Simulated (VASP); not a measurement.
# GaN (F-43m) in VASP: notebook

Runs on GaN. Level: r2SCAN. Tasks: single point.

Everything below comes from runs of VASP 6.6.1. Logs are shortened: lines on timing, memory, paths and dates and some standing lists are left out, and cuts for length are marked.

## (1) The cell of the first run

Symmetry: F-43m, No. 216, cubic system. The conventional cell has a = 4.449 Å, b = 4.449 Å, c = 4.449 Å, α = 90.00°, β = 90.00°, γ = 90.00°. Within 2.6 Å of Ga (site symmetry -43m) lie 4 N at 1.93 Å. N (site symmetry -43m) has 4 Ga at 1.93 Å within 2.6 Å.

## (2) Single point, r2SCAN

Input file POSCAR:

```
GaN
1.0
    0.0000000000      2.2242532754      2.2242532754
    2.2242532754      0.0000000000      2.2242532754
    2.2242532754      2.2242532754      0.0000000000
Ga N
1 1
Direct
    0.0000000000      0.0000000000      0.0000000000
    0.2500000000      0.2500000000      0.2500000000
```

Input file INCAR.step1:

```
SYSTEM = GaN
ALGO     = Normal         ! electronic algorithm
EDIFF    = 1E-4           ! SCF threshold, eV
ENCUT    = 520            ! plane-wave cutoff, eV
GGA      = PE             ! functional
ISMEAR   = 0              ! smearing method
LASPH    = .TRUE.         ! aspherical terms in the spheres
LCHARG   = .FALSE.        ! write CHGCAR
LREAL    = .FALSE.        ! projectors in reciprocal space
LWAVE    = .TRUE.         ! write WAVECAR
NBANDS   = 16             ! bands
NELM     = 60             ! most SCF steps
PREC     = Accurate       ! precision mode
SIGMA    = 0.01           ! smearing width, eV
```

Input file INCAR.step2:

```
SYSTEM = GaN
ALGO     = Normal         ! electronic algorithm
EDIFF    = 1E-6           ! SCF threshold, eV
ENCUT    = 520            ! plane-wave cutoff, eV
ISIF     = 2              ! what is computed and relaxed
ISMEAR   = 0              ! smearing method
ISTART   = 1            
LASPH    = .TRUE.         ! aspherical terms in the spheres
LCHARG   = .FALSE.        ! write CHGCAR
LMIXTAU  = .TRUE.       
LREAL    = .FALSE.        ! projectors in reciprocal space
LWAVE    = .FALSE.        ! write WAVECAR
METAGGA  = R2SCAN         ! meta-GGA
NBANDS   = 16             ! bands
NELM     = 60             ! most SCF steps
PREC     = Accurate       ! precision mode
SIGMA    = 0.01           ! smearing width, eV
```

Input file KPOINTS:

```
k-points
0
G
  10 10 10
  0 0 0
```

Potentials or basis: VASP PAW PBE potentials, release 64 (Ga_d, N).

The run is started by

```
> cat potpaw_PBE.64/Ga_d/POTCAR potpaw_PBE.64/N/POTCAR > POTCAR
> cp INCAR.step1 INCAR
> mpirun -np 1 vasp_std > vasp.out
> cp INCAR.step2 INCAR
> mpirun -np 1 vasp_std > vasp.out
```

OUTCAR:

```text
SYSTEM = GaN
   EDIFF = 1E-6
   ENCUT = 520
   ISIF = 2
   ISMEAR = 0
   ISTART = 1
   LASPH = .TRUE.
   LREAL = .FALSE.
   METAGGA = R2SCAN
   NELM = 60
   PREC = Accurate

 ion  position               nearest neighbor table
   1  0.000  0.000  0.000-   2 1.93   2 1.93   2 1.93   2 1.93
   2  0.250  0.250  0.250-   1 1.93   1 1.93   1 1.93   1 1.93

  LATTYP: Found a face centered cubic cell.
 ALAT       =     4.4485065508

  Lattice vectors:

 A1 = (   0.0000000000,   2.2242532754,   2.2242532754)
 A2 = (   2.2242532754,   0.0000000000,   2.2242532754)
 A3 = (   2.2242532754,   2.2242532754,   0.0000000000)

Analysis of symmetry for initial positions (statically):
=====================================================================
 Subroutine PRICEL returns:
 Original cell was already a primitive cell.

 Routine SETGRP: Setting up the symmetry group for a
 face centered cubic supercell.

 Subroutine GETGRP returns: Found 24 space group operations
 (whereof 24 operations were pure point group operations)
 out of a pool of 48 trial point group operations.

The static configuration has the point symmetry T_d .

Analysis of symmetry for dynamics (positions and initial velocities):
=====================================================================
 Subroutine PRICEL returns:
 Original cell was already a primitive cell.

 Routine SETGRP: Setting up the symmetry group for a
 face centered cubic supercell.

 Subroutine GETGRP returns: Found 24 space group operations
 (whereof 24 operations were pure point group operations)
 out of a pool of 48 trial point group operations.

The dynamic configuration has the point symmetry T_d .

 Subroutine INISYM returns: Found 24 space group operations
 (whereof 24 operations are pure point group operations),
 and found     1 'primitive' translations

----------------------------------------------------------------------------------------

                                     Primitive cell

  volume of cell :      22.0081

  direct lattice vectors                    reciprocal lattice vectors
     0.000000000  2.224253275  2.224253275    -0.224794544  0.224794544  0.224794544
     2.224253275  0.000000000  2.224253275     0.224794544 -0.224794544  0.224794544
     2.224253275  2.224253275  0.000000000     0.224794544  0.224794544 -0.224794544

  length of vectors
     3.145569148  3.145569148  3.145569148     0.389355571  0.389355571  0.389355571
[... 80 lines left out ...]
   NELM   =     60;   NELMIN=  2; NELMDL=  0     # of ELM steps
   EDIFF  = 0.1E-05   stopping-criterion for ELM
   LREAL  =      F    real-space projection
   EDIFFG = 0.1E-04   stopping-criterion for IOM
   NSW    =      0    number of steps for IOM
   IBRION =     -1    ionic relax: 0-MD 1-quasi-New 2-CG
   NFREE  =      0    steps in history (QN), initial steepest desc. (CG)
   ISIF   =      2    stress and relaxation
   ISYM   =      2    0-nonsym 1-usesym 2-fastsym
   POTIM  = 0.5000    time-step for ionic-motion
   TEBEG  =    0.0;   TEEND  =   0.0 temperature during run
   PSTRESS=    0.0 pullay stress
   NELECT =      18.0000    total number of electrons
   NUPDOWN=      -1.0000    fix difference up-down
   EMIN   =  10.00;   EMAX   =-10.00  energy-range for DOS
   EFERMI =   0.00;   METHOD = LEGACY
   ISMEAR =     0;   SIGMA  =   0.01  broadening in eV -4-tet -1-fermi 0-gaus
   EFERMI_NEDOS =   21; number of points for ismear=-14 and -15
   IALGO  =     38    algorithm
   IMIX   =      4    mixing-type and parameters
     AMIX     =   0.40;   BMIX     =  1.00
     AMIX_MAG =   1.60;   BMIX_MAG =  1.00
  volume/ion in A,a.u.               =      11.00        74.26
  Fermi-wavevector in a.u.,A,eV,Ry     =   1.530987  2.893145 31.890973  2.343920
  Thomas-Fermi vector in A             =   2.638394
   LORBIT       =      0    0 simple, 1 ext, 2 COOP (PROOUT), +10 PAW based schemes
   METAGGA = R2SCAN    functional components
   LHFCALC =     F    Hartree Fock is set to
   AEXX    =    0.0000 exact exchange contribution
   IVDW    =     0    specifies the selected vdW correction
   LEPSILON=     F    determine dielectric tensor
   LRPA    =     F    only Hartree local field effects (RPA)
 non-spin polarized calculation
 Gauss-broadening in eV      SIGMA  =   0.01
  energy-cutoff  :      520.00
  volume of cell :       22.01
 maximum number of plane-waves:       609
   NGX = 11   NGY = 11   NGZ = 11

 number of electron      18.0000015 magnetization

 Free energy of the ion-electron system (eV)
  ---------------------------------------------------
  ext. energy  EPLUGINS =         0.00000000
  ---------------------------------------------------
  free energy    TOTEN  =       -21.87473838 eV

  energy without entropy =      -21.87473838  energy(sigma->0) =      -21.87473838

 E-fermi :   5.5633     XC(G=0): -12.8676

 val. band max:        5.4519655747   @ k =   0.0000   0.0000   0.0000
 cond. band min:       7.8323919842   @ k =   0.0000   0.0000   0.0000
 fundamental gap:      2.3804264096
 Fermi energy:         5.5632612087

 k-point     1 :       0.0000    0.0000    0.0000
  band No.  band energies     occupation
      1     -11.6253      2.00000
      2      -8.4153      2.00000
      3      -8.4153      2.00000
      4      -8.4153      2.00000
      5      -8.0196      2.00000
      6      -8.0196      2.00000
[... 433 lines left out ...]
      3      -8.1511      2.00000
      4      -8.1483      2.00000
      5      -7.9507      2.00000
      6      -7.2312      2.00000
[... 8 lines left out ...]
     15      29.1957      0.00000
     16      29.4800      0.00000

 [... further k-points ...]

------------------------ aborting loop because EDIFF is reached ----------------------------------------

  FORCE on cell =-STRESS in cart. coord.  units (eV):
  Direction    XX          YY          ZZ          XY          YZ          ZX
  --------------------------------------------------------------------------------------
  -------------------------------------------------------------------------------------
  Total        1.1192618      1.1192618      1.1192618      0.0000000     -0.0000000      0.0000000
  in kB       81.4816011     81.4816011     81.4816011      0.0000000     -0.0000000      0.0000000
  external PRESSURE =      81.4816011 kB  Pullay stress =       0.0000000 kB

 VOLUME and BASIS-vectors are now :
 -----------------------------------------------------------------------------
  energy-cutoff  :      520.00
  volume of cell :       22.01
      direct lattice vectors                 reciprocal lattice vectors
     0.000000000  2.224253275  2.224253275    -0.224794544  0.224794544  0.224794544
     2.224253275  0.000000000  2.224253275     0.224794544 -0.224794544  0.224794544
     2.224253275  2.224253275  0.000000000     0.224794544  0.224794544 -0.224794544

 POSITION                                       TOTAL-FORCE (eV/Angst)
 -----------------------------------------------------------------------------------
      0.00000      0.00000      0.00000        -0.000000     -0.000000      0.000000
      1.11213      1.11213      1.11213         0.000000      0.000000     -0.000000
 -----------------------------------------------------------------------------------
    total drift:                                0.000007      0.000007      0.000007

  FREE ENERGIE OF THE ION-ELECTRON SYSTEM (eV)
  ---------------------------------------------------
  free  energy   TOTEN  =       -21.8747383827 eV

  energy  without entropy=      -21.8747383827  energy(sigma->0) =      -21.87473838
```

OUTCAR.step1:

```text
SYSTEM = GaN
   EDIFF = 1E-4
   ENCUT = 520
   GGA = PE
   ISMEAR = 0
   LASPH = .TRUE.
   LREAL = .FALSE.
[... 676 lines left out ...]
      0.00000      0.00000      0.00000        -0.000000     -0.000000     -0.000000
      1.11213      1.11213      1.11213         0.000000      0.000000      0.000000
 -----------------------------------------------------------------------------------
    total drift:                                0.000000      0.000000      0.000000

  FREE ENERGIE OF THE ION-ELECTRON SYSTEM (eV)
  ---------------------------------------------------
  free  energy   TOTEN  =       -12.0931044641 eV

  energy  without entropy=      -12.0931044641  energy(sigma->0) =      -12.09310446
```

It took 91 s on 1 thread of Intel Xeon 8259CL, shared host; peak memory 0.15 GiB.

What came out:

```
Free energy            : -21.8747 eV
Pressure               : 8.1 GPa
Band gap on the k mesh : 2.38 eV
```

Levels at points of the mesh, in eV from the valence-band top:
```csv
k point,band 5,band 6,band 7,band 8,band 9,band 10,band 11,band 12,band 13,band 14
"(0.00, 0.00, 0.00)",-13.47,-13.47,0.00,0.00,0.00,2.38,11.26,11.26,11.26,19.11
"(0.50, 0.00, 0.00)",-13.42,-12.34,-7.42,-1.05,-1.05,5.44,9.65,11.21,11.21,16.86
"(0.50, 0.50, 0.00)",-13.38,-11.96,-6.39,-2.93,-2.93,3.78,7.48,12.89,15.38,15.38
```

Caveat: the cell stands under pressure; the PAW data sets were made with another functional, which shifts forces and pressure a little.

## (3) Single point, r2SCAN

This run uses another cell than the first one, of 11.32 Å³/atom.

Input file POSCAR:

```
GaN
1.0
    0.0000000000      2.2451813859      2.2451813859
    2.2451813859      0.0000000000      2.2451813859
    2.2451813859      2.2451813859      0.0000000000
Ga N
1 1
Direct
    0.0000000000      0.0000000000      0.0000000000
    0.2500000000      0.2500000000      0.2500000000
```

Input file INCAR.step1:

```
ALGO = Normal
EDIFF = 1E-4
ENCUT = 520
GGA = PE
ISMEAR = 0
LASPH = True
LCHARG = False
LREAL = False
LWAVE = True
NBANDS = 16
NELM = 100
PREC = Accurate
SIGMA = 0.01
```

Input file INCAR.step2:

```
ALGO = Normal
EDIFF = 1E-7
ENCUT = 520
ISIF = 2
ISMEAR = 0
ISTART = 1
LASPH = True
LCHARG = False
LMIXTAU = True
LREAL = False
LWAVE = False
METAGGA = R2SCAN
NBANDS = 16
NELM = 100
PREC = Accurate
SIGMA = 0.01
```

Input file KPOINTS:

```
k-points
0
Gamma
  10 10 10
```

Potentials or basis: VASP PAW PBE potentials, release 64 (Ga_d, N).

The run is started by

```
> cat potpaw_PBE.64/Ga_d/POTCAR potpaw_PBE.64/N/POTCAR > POTCAR
> cp INCAR.step1 INCAR
> mpirun -np 1 vasp_std > vasp.out
> cp INCAR.step2 INCAR
> mpirun -np 1 vasp_std > vasp.out
```

Run time: 2.1 min. Hardware: 1 thread of Intel Xeon 8259CL, shared host; peak memory 0.15 GiB.

It converged, with:

- Free energy: -21.8951 eV
- Pressure: 2.1 GPa
- Band gap on the k mesh: 2.19 eV

Levels at points of the mesh, in eV from the valence-band top:
| k point | band 7 | band 8 | band 9 | band 10 | band 11 | band 12 |
| --- | --- | --- | --- | --- | --- | --- |
| (0.00, 0.00, 0.00) | 0.00 | 0.00 | 0.00 | 2.19 | 11.08 | 11.08 |
| (0.50, 0.00, 0.00) | -7.23 | -1.01 | -1.01 | 5.24 | 9.50 | 11.06 |
| (0.50, 0.50, 0.00) | -6.26 | -2.82 | -2.82 | 3.77 | 7.31 | 12.67 |

Caveat: the PAW data sets were made with another functional, which shifts forces and pressure a little.

## (4) Single point, r2SCAN

This run uses another cell than the first one, of 11.26 Å³/atom.

Input file POSCAR:

```
GaN
1.0
    0.0000000000      2.2414625937      2.2414625937
    2.2414625937      0.0000000000      2.2414625937
    2.2414625937      2.2414625937      0.0000000000
Ga N
1 1
Direct
    0.0000000000      0.0000000000      0.0000000000
    0.2500000000      0.2500000000      0.2500000000
```

INCAR.step1, as its differences from that of step 3:

```diff
@@ -10,3 +10,3 @@
 NBANDS = 16
-NELM = 100
+NELM = 80
 PREC = Accurate
```

Input file INCAR.step2:

```
ALGO = Normal
EDIFF = 1E-6
ENCUT = 520
ISIF = 2
ISMEAR = 0
ISTART = 1
LASPH = True
LCHARG = True
LELF = True
LMIXTAU = True
LREAL = False
LVHAR = True
LWAVE = False
METAGGA = R2SCAN
NBANDS = 16
NELM = 80
PREC = Accurate
SIGMA = 0.01
```

KPOINTS is that of step 3.

The run is started by

```
> cat potpaw_PBE.64/Ga_d/POTCAR potpaw_PBE.64/N/POTCAR > POTCAR
> cp INCAR.step1 INCAR
> mpirun -np 1 vasp_std > vasp.out
> cp INCAR.step2 INCAR
> mpirun -np 1 vasp_std > vasp.out
```

Run time: 90 s. Hardware: 1 thread of Intel Xeon 8259CL, shared host; peak memory 0.15 GiB.

The run converged. Its results:

| Item | Value |
| --- | --- |
| Free energy | -21.8932 eV |
| Pressure | 3.1 GPa |
| Band gap on the k mesh | 2.23 eV |

Levels at points of the mesh, in eV from the valence-band top:
| k point | band 6 | band 7 | band 8 | band 9 | band 10 | band 11 | band 12 | band 13 |
| --- | --- | --- | --- | --- | --- | --- | --- | --- |
| (0.00, 0.00, 0.00) | -13.48 | 0.00 | 0.00 | 0.00 | 2.23 | 11.11 | 11.11 | 11.11 |
| (0.50, 0.00, 0.00) | -12.35 | -7.26 | -1.02 | -1.02 | 5.28 | 9.53 | 11.09 | 11.09 |
| (0.50, 0.50, 0.00) | -11.97 | -6.29 | -2.84 | -2.84 | 3.77 | 7.34 | 12.71 | 15.12 |

Caveat: the cell stands under pressure; the PAW data sets were made with another functional, which shifts forces and pressure a little.

## (5) Overview

```csv
cell,gap on the mesh (eV),pressure (GPa)
"a = 3.146 Å, angles 60.0°, 2 atoms",2.38,8.1
"a = 3.175 Å, angles 60.0°, 2 atoms",2.19,2.1
"a = 3.170 Å, angles 60.0°, 2 atoms",2.23,3.1
```

Alike in all rows: task single point; level r2SCAN; potentials or basis VASP PAW PBE potentials, release 64 (Ga_d, N); no spin polarisation; k mesh 10 × 10 × 10; cutoff (eV) 520; smearing gaussian 0.01 eV.

Caveats: the PAW data sets were made with another functional, which shifts forces and pressure a little; the cell stands under pressure (at least some runs).

Absolute energies hang on the potentials; compare differences alone.
